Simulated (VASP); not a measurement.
Set up this calculation in VASP 6.6.1, as the native input.

- Task: single point
- Functional: LDA
- Potentials or basis: VASP PAW LDA potentials, release 64 (N)
- Cutoff: 520 eV
- k mesh: 12 × 12 × 6
- Occupations: gaussian, width 0.05 eV
- Spin: collinear spin, ferromagnetic start
- Starting moments: [3.18, 3.18] μB
- Dipole correction: no
- Further INCAR settings: ALGO = Normal; EDIFF = 1e-06; NBANDS = 16

The structure of N lies in POSCAR:

```
N
1.0
    3.6834366744      0.0000000000      0.0000000000
   -1.8417183372      3.1899497332      0.0000000000
    0.0000000000      0.0000000000      5.8900000000
N
2
Direct
    0.3333333333      0.6666666667      0.2500000000
    0.6666666667      0.3333333333      0.7500000000
```

This cell differs from its parent crystal: strain +0.015 along x and y, +0.000 along z.

One way to write it, as run:

INCAR

```
SYSTEM = N
ALGO = Normal
EDIFF = 1E-6
ENCUT = 520
ISIF = 2
ISMEAR = 0
ISPIN = 2
LASPH = .True.
LCHARG = .True.
LELF = .True.
LORBIT = 11
LREAL = .False.
LVHAR = .True.
LWAVE = .False.
MAGMOM = 3.18 3.18
NBANDS = 16
NELM = 150
PREC = Accurate
SIGMA = 0.05
```

KPOINTS

```
k-points
0
Gamma
  12 12 6
  0 0 0
```

Potentials or basis: VASP PAW LDA potentials, release 64 (N).

Run with:

```console
$ cat potpaw_LDA.64/N/POTCAR > POTCAR
$ mpirun -np 1 vasp_std > vasp.out
```

It gave:

| Quantity | Value |
| --- | --- |
| Pressure | -0.4 GPa |
| Band gap on the k mesh | 2.18 eV, direct |
| Net moment | 6.00 μB per cell |
| Site moments | N +1.92 μB |
| Valence electrons inside the program's atomic spheres | N 3.24 |

Caveat: the cell differs from its parent crystal (strain +0.015 along x and y, +0.000 along z).

Run time: 90 s on 1 thread of Intel Xeon 6975P-C, on a shared host, peak memory 0.23 GiB.
